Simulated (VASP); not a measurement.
The system is Pd3PtSe4.

```xyz
16
Lattice="6.8600 0.0000 0.0000 0.0000 6.8600 0.0000 0.0000 0.0000 7.0400" Properties=species:S:1:pos:R:3 pbc="T T T"
Pd    1.7150    3.6015    3.5200
Pd    5.1450    3.2585    3.5200
Pd    3.6015    5.1450    0.0000
Pd    3.2585    1.7150    0.0000
Pd    0.0000    0.0000    5.2800
Pd    0.0000    0.0000    1.7600
Pt    0.0000    3.4300    0.0000
Pt    3.4300    0.0000    3.5200
Se    1.3034    2.1952    5.4208
Se    1.3034    2.1952    1.6192
Se    5.5566    4.6648    1.6192
Se    5.5566    4.6648    5.4208
Se    2.1952    5.5566    1.9008
Se    2.1952    5.5566    5.1392
Se    4.6648    1.3034    5.1392
Se    4.6648    1.3034    1.9008
```

```yaml
Program: VASP 6.6.1
Task: relaxation of cell and atoms
Functional: PBE
Potentials_or_basis: VASP PAW PBE potentials, release 64 (Pd, Pt, Se)
Cutoff: 600 eV
k_mesh: 2 × 2 × 2
Occupations: gaussian, width 0.15 eV
Spin: no spin polarisation
```

At the start: pressure 0.6 GPa; volume 20.71 Å³/atom.

**Question.** How do energy, volume and symmetry change on relaxing?

**Answer.** Over 8 steps the energy falls by 34.2 meV/atom and the volume is 20.58 Å³/atom (-0.6 %); space group P4_2/m (No. 84, to 0.1 Å) before and after.

Step by step:
| step | energy change (eV) | largest force (eV/Å) | pressure (GPa) | volume (Å³) |
| --- | --- | --- | --- | --- |
| 1 | 0.0000 | 1.3579 | 0.59 | 331.30 |
| 2 | -0.4944 | 0.1831 | -1.40 | 334.92 |
| 3 | -0.4961 | 0.1456 | -1.48 | 335.16 |
| 4 | -0.5090 | 0.2395 | 1.43 | 326.12 |
| 5 | -0.5267 | 0.1636 | 0.14 | 329.96 |
| 6 | -0.5381 | 0.1292 | 0.11 | 329.76 |
| 7 | -0.5471 | 0.0809 | 0.09 | 329.39 |
| 8 | -0.5473 | 0.0734 | 0.08 | 329.32 |

Final structure:
```cif
data_structure
_symmetry_space_group_name_H-M 'P 1'
_symmetry_Int_Tables_number 1
_cell_length_a 6.8372
_cell_length_b 6.8372
_cell_length_c 7.0447
_cell_angle_alpha 90.000
_cell_angle_beta 90.000
_cell_angle_gamma 90.000
_cell_volume 329.32
loop_
_atom_site_label
_atom_site_type_symbol
_atom_site_fract_x
_atom_site_fract_y
_atom_site_fract_z
_atom_site_occupancy
Pd1 Pd 0.25718 0.53314 0.50000 1
Pd2 Pd 0.74282 0.46686 0.50000 1
Pd3 Pd 0.53314 0.74282 0.00000 1
Pd4 Pd 0.46686 0.25718 0.00000 1
Pd5 Pd 0.00000 0.00000 0.75000 1
Pd6 Pd 0.00000 0.00000 0.25000 1
Pt1 Pt 0.00000 0.50000 0.00000 1
Pt2 Pt 0.50000 0.00000 0.50000 1
Se1 Se 0.19168 0.30948 0.77217 1
Se2 Se 0.19168 0.30948 0.22783 1
Se3 Se 0.80832 0.69052 0.22783 1
Se4 Se 0.80832 0.69052 0.77217 1
Se5 Se 0.30948 0.80832 0.27217 1
Se6 Se 0.30948 0.80832 0.72783 1
Se7 Se 0.69052 0.19168 0.72783 1
Se8 Se 0.69052 0.19168 0.27217 1
```

Caveat: the k points lie up to 0.46 Å⁻¹ apart in the final cell; the relaxation stopped at a loose force limit of 0.08 eV/Å, so its end isn't a converged minimum.
